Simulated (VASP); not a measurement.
# C (a cell with a defect) in VASP: single point with LDA

Aim: the single point of C (a cell with a defect) with LDA.

All numbers are computed with VASP 6.6.1; they aren't measurements. Logs are shortened: lines on timing, memory, paths and dates and some standing lists are left out, and cuts for length are marked.

## 1. The cell of the first run

The cell holds a defect, 63 atoms: a = 7.140 Å, b = 7.140 Å, c = 7.140 Å, α = 90.00°, β = 90.00°, γ = 90.00°.

## 2. Single point, LDA

INCAR reads:

```
SYSTEM = C
  ALGO = Normal
  EDIFF = 1E-7
  ENCUT = 520
  ISIF = 2
  ISMEAR = 0
  LASPH = .TRUE.
  LCHARG = .FALSE.
  LREAL = Auto
  LWAVE = .FALSE.
  NBANDS = 163
  NELECT = 254.0
  NELM = 80
  PREC = Accurate
  SIGMA = 0.02
```

KPOINTS reads:

```
k-points
0
G
  2 2 2
  0 0 0
```

POSCAR reads:

```
C
1.0
    7.1400000000      0.0000000000      0.0000000000
    0.0000000000      7.1400000000      0.0000000000
    0.0000000000      0.0000000000      7.1400000000
C
63
Direct
    0.5011032213      0.0028773109      0.0015640056
    0.6275494398      0.1290179272      0.1286854342
    0.7526672269      0.2588046218      0.0092159664
    0.8922896359      0.3812333333      0.1320177871
    0.7507627451     -0.0007857143      0.2511308123
    0.8746794118      0.1240462185      0.3751392157
   -0.0004715686     -0.0003448179     -0.0004210084
    0.1266789916      0.1231351541      0.1249203081
    0.2520542017      0.2507085434      0.0007945378
    0.3786936975      0.3770172269      0.1265379552
    0.5025525210      0.5049327731      0.0026514006
    0.6179407563      0.6390733894      0.1174009804
    0.7458747899      0.7516236695     -0.0011984594
    0.8740519608      0.8731712885      0.1228677871
    0.2484166667     -0.0014831933      0.2490067227
    0.3750182073      0.1242424370      0.3757147059
    0.5055389356      0.2552561625      0.2543425770
    0.6237093838      0.3724355742      0.3907053221
    0.8540315126      0.5754978992      0.3361978992
    0.4985512605     -0.0006796919      0.5000847339
    0.6245285714      0.1233044818      0.6277774510
    0.7471201681      0.2477991597      0.5035324930
    0.8740544818      0.3709904762      0.6254950980
    0.7481347339      0.0008142857      0.7510518207
    0.8752058824      0.1271570028      0.8778647059
    0.0042406162      0.4992602241     -0.0005023810
    0.1280407563      0.6254497199      0.1210131653
    0.2506558824      0.7508428571     -0.0020173669
    0.3739240896      0.8775012605      0.1254563025
    0.0048228291      0.2480371148      0.2493021008
    0.1282028011      0.3697095238      0.3751949580
    0.2519175070      0.4995904762      0.2498837535
    0.3759791317      0.6237316527      0.3738338936
    0.4999049020      0.7510645658      0.2465728291
    0.6232364146      0.8738173669      0.3754544818
   -0.0022081232     -0.0035459384      0.4986263305
    0.1242135854      0.1228514006      0.6247596639
    0.2513754902      0.2480865546      0.5009015406
    0.3738326331      0.3754180672      0.6271711485
    0.5003053221      0.4977662465      0.5024357143
    0.6226626050      0.6257435574      0.6259973389
    0.7413740896      0.7459207283      0.4978857143
    0.8716570028      0.8711974790      0.6218315126
    0.2492976190     -0.0006443978      0.7496478992
    0.3757565826      0.1259270308      0.8761091036
    0.5007474790      0.2511116246      0.7527542017
    0.6265134454      0.3781077031      0.8790773109
    0.7502383754      0.5003142857      0.7506488796
    0.8740665266      0.6244334734      0.8752221289
   -0.0054862745      0.7398505602      0.2410018207
    0.1196456583      0.8688085434      0.3724187675
   -0.0077546218      0.4888424370      0.4896183473
    0.1180380952      0.6221558824      0.6178387955
    0.2467060224      0.7471558824      0.4970886555
    0.3725253501      0.8737428571      0.6237789916
   -0.0001459384      0.2490110644      0.7509873950
    0.1263558824      0.3751177871      0.8736987395
    0.2466533613      0.4993137255      0.7470141457
    0.3725509804      0.6256089636      0.8724795518
    0.4978470588      0.7503906162      0.7499326331
    0.6247528011      0.8778439776      0.8739432773
   -0.0029396359      0.7479598039      0.7468372549
    0.1237060224      0.8741997199      0.8729913165
```

Potentials or basis: VASP PAW LDA potentials, release 64 (C).

Started as:

```bash
$ cat potpaw_LDA.64/C/POTCAR > POTCAR
$ mpirun -np 1 vasp_std > vasp.out
```

OUTCAR:

```text
SYSTEM = C
   EDIFF = 1E-7
   ENCUT = 520
   ISIF = 2
   ISMEAR = 0
   LASPH = .TRUE.
   LREAL = Auto
   NELECT = 254.0
   NELM = 80
   PREC = Accurate

 ion  position               nearest neighbor table
   1  0.501  0.003  0.002-  45 1.54  61 1.55  29 1.55   2 1.57
   2  0.628  0.129  0.129-  17 1.54   3 1.54   5 1.55   1 1.57
   3  0.753  0.259  0.009-   2 1.54  47 1.55   4 1.59  25 1.59
   4  0.892  0.381  0.132-  26 1.50  30 1.50   3 1.59  19 2.03
   5  0.751  0.999  0.251-   6 1.54   2 1.55  35 1.56  14 1.56
   6  0.875  0.124  0.375-   5 1.54  36 1.54  22 1.57  30 1.57
   7  1.000  1.000  1.000-  25 1.54  14 1.55   8 1.55  63 1.55
   8  0.127  0.123  0.125-  15 1.53  30 1.53   7 1.55   9 1.55
   9  0.252  0.251  0.001-  45 1.54   8 1.55  57 1.55  10 1.56
  10  0.379  0.377  0.127-  32 1.54  11 1.55  17 1.55   9 1.56
  11  0.503  0.505  0.003-  12 1.51  47 1.54  10 1.55  59 1.57
  12  0.618  0.639  0.117-  13 1.48  34 1.48  11 1.51
  13  0.746  0.752  0.999-  12 1.48  61 1.53  14 1.54  49 1.56
  14  0.874  0.873  0.123-  50 1.54  13 1.54   7 1.55   5 1.56
  15  0.248  0.999  0.249-  29 1.53   8 1.53  16 1.56  51 1.57
  16  0.375  0.124  0.376-  38 1.54  20 1.54  15 1.56  17 1.58
  17  0.506  0.255  0.254-  18 1.54   2 1.54  10 1.55  16 1.58
  18  0.624  0.372  0.391-  40 1.49  22 1.49  17 1.54
  19  0.854  0.575  0.336-  52 1.60  50 1.69  42 1.86   4 2.03
  20  0.499  0.999  0.500-  16 1.54  35 1.55  55 1.55  21 1.56
  21  0.625  0.123  0.628-  24 1.52  22 1.53  46 1.55  20 1.56
  22  0.747  0.248  0.504-  18 1.49  21 1.53  23 1.53   6 1.57
  23  0.874  0.371  0.625-  22 1.53  52 1.54  56 1.54  48 1.56
  24  0.748  0.001  0.751-  61 1.52  21 1.52  25 1.57  43 1.58
[... 37 lines left out ...]
  62  0.997  0.748  0.747-  43 1.54  49 1.55  53 1.55  63 1.56
  63  0.124  0.874  0.873-  44 1.54  28 1.55   7 1.55  62 1.56

  LATTYP: Found a simple cubic cell.
 ALAT       =     7.1400000000

  Lattice vectors:

 A1 = (   7.1400000000,   0.0000000000,   0.0000000000)
 A2 = (   0.0000000000,   7.1400000000,   0.0000000000)
 A3 = (   0.0000000000,   0.0000000000,   7.1400000000)

Analysis of symmetry for initial positions (statically):
=====================================================================
 Subroutine PRICEL returns:
 Original cell was already a primitive cell.

 Routine SETGRP: Setting up the symmetry group for a
 simple cubic supercell.

 Subroutine GETGRP returns: Found  1 space group operations
 (whereof  1 operations were pure point group operations)
[... 224 lines left out ...]
   NSW    =      0    number of steps for IOM
   IBRION =     -1    ionic relax: 0-MD 1-quasi-New 2-CG
   NFREE  =      0    steps in history (QN), initial steepest desc. (CG)
   ISIF   =      2    stress and relaxation
   ISYM   =      2    0-nonsym 1-usesym 2-fastsym
   POTIM  = 0.5000    time-step for ionic-motion
   TEBEG  =    0.0;   TEEND  =   0.0 temperature during run
   PSTRESS=    0.0 pullay stress
   NELECT =     254.0000    total number of electrons
   NUPDOWN=      -1.0000    fix difference up-down
   EMIN   =  10.00;   EMAX   =-10.00  energy-range for DOS
   EFERMI =   0.00;   METHOD = LEGACY
   ISMEAR =     0;   SIGMA  =   0.02  broadening in eV -4-tet -1-fermi 0-gaus
   EFERMI_NEDOS =   21; number of points for ismear=-14 and -15
   IALGO  =     38    algorithm
   IMIX   =      4    mixing-type and parameters
     AMIX     =   0.40;   BMIX     =  1.00
     AMIX_MAG =   1.60;   BMIX_MAG =  1.00
  volume/ion in A,a.u.               =       5.78        38.99
  Fermi-wavevector in a.u.,A,eV,Ry     =   1.452071  2.744016 28.688024  2.108510
  Thomas-Fermi vector in A             =   2.569495
   LORBIT       =      0    0 simple, 1 ext, 2 COOP (PROOUT), +10 PAW based schemes
   GGA     = CA    functional components
   LHFCALC =     F    Hartree Fock is set to
   AEXX    =    0.0000 exact exchange contribution
   IVDW    =     0    specifies the selected vdW correction
   LEPSILON=     F    determine dielectric tensor
   LRPA    =     F    only Hartree local field effects (RPA)
 non-spin polarized calculation
 Gauss-broadening in eV      SIGMA  =   0.02
  energy-cutoff  :      520.00
  volume of cell :      363.99
 maximum number of plane-waves:      9808
 NGX is ok and might be reduce to    54
   NGX = 27   NGY = 27   NGZ = 27

 number of electron     253.9999996 magnetization

 Free energy of the ion-electron system (eV)
  ---------------------------------------------------
  ext. energy  EPLUGINS =         0.00000000
  ---------------------------------------------------
  free energy    TOTEN  =      -606.00344885 eV

  energy without entropy =     -606.00344885  energy(sigma->0) =     -606.00344885

 E-fermi :  12.2016     XC(G=0): -13.4501

 val. band max:       12.0268518468   @ k =   0.0000   0.0000   0.0000
 cond. band min:      12.3707945861   @ k =   0.0000   0.5000   0.0000
 fundamental gap:      0.3439427394
 Fermi energy:        12.2016096025

 k-point     1 :       0.0000    0.0000    0.0000
  band No.  band energies     occupation
      1     -11.8410      2.00000
      2      -9.7006      2.00000
      3      -9.6407      2.00000
      4      -9.6303      2.00000
      5      -9.5979      2.00000
      6      -9.4718      2.00000
[... 1125 lines left out ...]
    138      15.3037      0.00000
    139      15.3394      0.00000
 [bands above 139 left out]

------------------------ aborting loop because EDIFF is reached ----------------------------------------

  FORCE on cell =-STRESS in cart. coord.  units (eV):
  Direction    XX          YY          ZZ          XY          YZ          ZX
  --------------------------------------------------------------------------------------
  -------------------------------------------------------------------------------------
  Total        0.9749616     -6.5436168     -3.1580655    -11.9518261    -13.8909199     -9.5976829
  in kB        4.2914439    -28.8027403    -13.9007130    -52.6078089    -61.1430297    -42.2456839
  external PRESSURE =     -12.8040031 kB  Pullay stress =       0.0000000 kB

 VOLUME and BASIS-vectors are now :
 -----------------------------------------------------------------------------
  energy-cutoff  :      520.00
  volume of cell :      363.99
      direct lattice vectors                 reciprocal lattice vectors
     7.140000000  0.000000000  0.000000000     0.140056022  0.000000000  0.000000000
     0.000000000  7.140000000  0.000000000     0.000000000  0.140056022  0.000000000
     0.000000000  0.000000000  7.140000000     0.000000000  0.000000000  0.140056022

 POSITION                                       TOTAL-FORCE (eV/Angst)
 -----------------------------------------------------------------------------------
      3.57788      0.02054      0.01117        -0.006931     -0.009524     -0.002558
      4.48070      0.92119      0.91881        -0.010901     -0.004824     -0.011735
      5.37404      1.84786      0.06580         0.017777     -0.017282     -0.032686
      6.37095      2.72201      0.94261         0.064409     -0.185341     -0.275973
      5.36045      7.13439      1.79307        -0.026317      0.012010     -0.024873
      6.24521      0.88569      2.67849        -0.015417      0.049337     -0.013612
[... 55 lines left out ...]
      7.11901      5.34043      5.33242         0.016021     -0.013438      0.023929
      0.88326      6.24179      6.23316        -0.004221     -0.002617      0.012835
 -----------------------------------------------------------------------------------
    total drift:                                0.053642      0.012761      0.034253

  FREE ENERGIE OF THE ION-ELECTRON SYSTEM (eV)
  ---------------------------------------------------
  free  energy   TOTEN  =      -606.0034488473 eV

  energy  without entropy=     -606.0034488473  energy(sigma->0) =     -606.00344885
```

Run time: 29 min. Hardware: 1 thread of Intel Xeon 8259CL, shared host; peak memory 0.48 GiB.

What came out:

```yaml
Free_energy: -606.0034 eV
Largest_force: 2.041 eV/Å
```

Forces in eV/Å, atoms in the order of the input:
```
C   -0.007 -0.010 -0.003
C   -0.011 -0.005 -0.012
C    0.018 -0.017 -0.033
C    0.064 -0.185 -0.276
C   -0.026  0.012 -0.025
C   -0.015  0.049 -0.014
C    0.002 -0.026  0.027
C   -0.010 -0.013  0.005
C   -0.005 -0.001  0.001
C   -0.010 -0.024 -0.013
C    0.000 -0.003  0.010
C   -0.117  0.057 -0.079
C   -0.039 -0.031 -0.008
C   -0.063 -0.008 -0.008
C   -0.064 -0.044 -0.001
C   -0.043 -0.072 -0.033
C   -0.062 -0.042  0.021
C   -0.338 -0.204  0.066
C    0.851  1.587  0.962
C    0.043 -0.035  0.002
C    0.009 -0.020 -0.013
C   -0.044  0.052 -0.063
C   -0.019  0.046 -0.032
C   -0.015 -0.070 -0.073
C   -0.020 -0.068 -0.052
C   -0.018 -0.063 -0.039
C   -0.020 -0.085  0.005
C   -0.027 -0.001  0.021
C   -0.039  0.000 -0.003
C   -0.061  0.049 -0.036
C   -0.012  0.037 -0.022
C   -0.005 -0.021 -0.014
C   -0.004 -0.003  0.011
C   -0.036 -0.023 -0.045
C   -0.019 -0.010 -0.089
C   -0.006  0.011 -0.016
C   -0.019 -0.002 -0.016
C   -0.023 -0.009 -0.002
C   -0.039 -0.008  0.022
C   -0.067 -0.076 -0.022
C   -0.007 -0.110 -0.046
C    0.194 -0.330 -0.361
C    0.046 -0.045 -0.052
C    0.009  0.006  0.008
C    0.000 -0.019 -0.009
C    0.001 -0.004 -0.007
C   -0.014 -0.023 -0.011
C   -0.011 -0.023 -0.005
C    0.005 -0.004  0.015
C   -0.217 -0.219  0.197
C   -0.003 -0.012  0.020
C    0.107  0.206  0.103
C    0.089 -0.031  0.088
C    0.032 -0.005  0.013
C    0.015 -0.003 -0.001
C   -0.001 -0.004 -0.027
C    0.015 -0.010 -0.024
C    0.010 -0.014  0.025
C    0.007 -0.049 -0.005
C    0.034 -0.003 -0.040
C   -0.005 -0.013 -0.032
C    0.016 -0.013  0.024
C   -0.004 -0.003  0.013
```

Levels at points of the mesh, in eV from the Fermi level:
| k point | band 123 | band 124 | band 125 | band 126 | band 127 | band 128 | band 129 | band 130 | band 131 | band 132 |
| --- | --- | --- | --- | --- | --- | --- | --- | --- | --- | --- |
| (0.00, 0.00, 0.00) | -3.36 | -3.35 | -3.13 | -0.59 | -0.17 | 0.42 | 1.38 | 1.50 | 1.55 | 1.60 |
| (0.50, 0.00, 0.00) | -4.45 | -4.41 | -3.98 | -1.03 | -0.59 | 0.27 | 1.20 | 1.43 | 2.22 | 2.42 |
| (0.00, 0.50, 0.00) | -4.44 | -4.16 | -4.00 | -1.09 | -0.57 | 0.17 | 1.34 | 1.48 | 2.27 | 2.53 |
| (0.00, 0.00, 0.50) | -4.46 | -4.23 | -3.98 | -1.05 | -0.60 | 0.20 | 1.30 | 1.47 | 2.25 | 2.52 |
| (0.50, 0.50, 0.00) | -4.18 | -3.53 | -3.47 | -1.15 | -0.57 | 0.35 | 2.67 | 2.70 | 2.77 | 2.90 |
| (0.00, 0.50, 0.50) | -4.13 | -3.59 | -3.50 | -1.35 | -0.41 | 0.42 | 2.43 | 2.74 | 2.77 | 2.90 |
| (0.50, 0.00, 0.50) | -4.17 | -3.52 | -3.43 | -0.95 | -0.72 | 0.28 | 2.70 | 2.78 | 2.81 | 2.95 |
| (0.50, 0.50, 0.50) | -4.44 | -4.33 | -3.96 | -0.94 | -0.41 | 0.45 | 2.54 | 2.90 | 2.98 | 2.99 |

Caveat: the k points lie up to 0.44 Å⁻¹ apart; the cell carries a net charge on a neutralising background, which shifts energy and pressure; the cell is charged against a uniform background, so pressure and absolute levels hang on convention.
